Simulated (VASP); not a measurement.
CoO: relaxation of cell and atoms with PBE+U

Crystal: CoO.

```xyz
2
Lattice="1.4981 0.8649 2.4108 -1.4981 0.8649 2.4108 0.0000 -1.7299 2.4108" Properties=species:S:1:pos:R:3 pbc="T T T"
Co    0.0000    0.0000    0.0000
O     0.0000    0.0000    3.6162
```

```yaml
Program: VASP 6.6.1
Task: relaxation of cell and atoms
Functional: PBE
Potentials_or_basis: VASP PAW PBE potentials, release 64 (Co, O)
Cutoff: 600 eV
k_mesh: 12 × 12 × 12
Occupations: gaussian, width 0.02 eV
Spin: collinear spin, ferromagnetic start
Starting_moments: "[2.86, 0.25] μB"
Hubbard_terms: Co d U = 3.32 eV
Target_pressure: 15 GPa
Dipole_correction: no
Further_INCAR_settings: ALGO = Normal; EDIFF = 1e-06; IBRION = 2; EDIFFG = -0.008; NSW = 70; ISIF = 3
```

| Quantity | Value |
| --- | --- |
| Relaxed volume | 8.98 Å³/atom |
| Relaxed cell | a = 2.896 Å, b = 2.896 Å, c = 2.896 Å, α = 62.06°, β = 62.06°, γ = 62.06° |
| Space group after relaxing (to 0.05 Å) | R-3m (No. 166) |
| Energy change on relaxing (the enthalpy is what falls) | +24.1 meV/atom |
| Ionic steps | 11 |
| Pressure after relaxing | 15.0 GPa |
| Band gap on the k mesh | zero (filled and empty bands overlap) |
| Net moment | 3.00 μB per cell |
| Site moments | Co +2.72; O +0.27 μB |
| Valence electrons inside the program's atomic spheres | Co 7.93; O 5.04 |

The path:
```
step  energy change (eV)  largest force (eV/Å)  pressure (GPa)  volume (Å³)
   1              0.0000                0.0000            5.81        18.74
   2              0.1304                0.0000           25.08        17.32
   3              0.0479                0.0000           15.00        17.99
   4              0.0493                0.0000           15.36        17.97
   5              0.0492                0.0000           15.25        17.97
   6              0.0493                0.0000           15.27        17.96
   7              0.0519                0.0000           15.31        17.93
   8              0.0502                0.0000           15.27        17.95
   9              0.0503                0.0000           15.30        17.94
  10              0.0422                0.0000           14.11        18.03
  11              0.0482                0.0000           15.00        17.97
```

Final structure:
```
CELL_PARAMETERS angstrom
1.49285 0.86189 2.32726
-1.49285 0.86189 2.32726
0.00000 -1.72379 2.32726
ATOMIC_POSITIONS crystal
Co 0.00000 0.00000 0.00000
O 0.50000 0.50000 0.50000
```

Levels at points of the mesh, in eV from the Fermi level:
Spin up:
| k point | band 6 | band 7 | band 8 | band 9 | band 10 | band 11 | band 12 | band 13 |
| --- | --- | --- | --- | --- | --- | --- | --- | --- |
| (0.00, 0.00, 0.00) | -3.98 | -3.07 | -3.07 | -2.73 | 1.73 | 17.37 | 17.45 | 17.45 |
| (0.50, 0.00, 0.00) | -3.41 | -3.02 | -0.29 | -0.29 | 5.62 | 10.14 | 14.06 | 14.85 |
| (0.50, 0.50, 0.00) | -4.09 | -3.82 | -3.73 | -3.20 | 6.58 | 10.66 | 11.44 | 16.51 |
| (0.50, 0.50, 0.50) | -3.98 | -2.32 | -0.27 | -0.27 | 5.28 | 10.89 | 13.46 | 13.46 |
Spin down:
```
           k point  band 2  band 3  band 4  band 5  band 6  band 7  band 8  band 9  band 10  band 11
(0.00, 0.00, 0.00)   -2.55   -2.55   -2.51   -2.23   -1.04   -1.04    1.41    1.41     2.29    17.24
(0.50, 0.00, 0.00)   -7.94   -4.40   -4.39   -1.41   -0.06    0.65    3.98    4.16     5.91    10.99
(0.50, 0.50, 0.00)   -6.60   -3.99   -3.61   -3.02   -0.48    0.31    2.10    2.48     7.57    11.09
(0.50, 0.50, 0.50)   -8.04   -4.76   -4.76   -0.88    0.48    0.48    4.10    4.10     5.55    11.66
```

Eigenvalues of the final occupation matrices:
| site | spin | trace | eigenvalues |
| --- | --- | --- | --- |
| site 1 d | 1 | 4.95 | 0.97 0.97 0.97 1.02 1.02 |
| site 1 d | 2 | 2.27 | 0.14 0.14 0.52 0.52 0.96 |

It took 4.6 min on 1 thread of AMD EPYC 9R45 96-Core Processor (Zen 5), on a shared host, peak memory 0.21 GiB.

Caveat: the cell is relaxed towards a set pressure, so the enthalpy falls and the energy may rise; a cell with one magnetic atom can't hold antiferromagnetic order, which such compounds often take. The state reached can hang on the start; a lower one may exist.
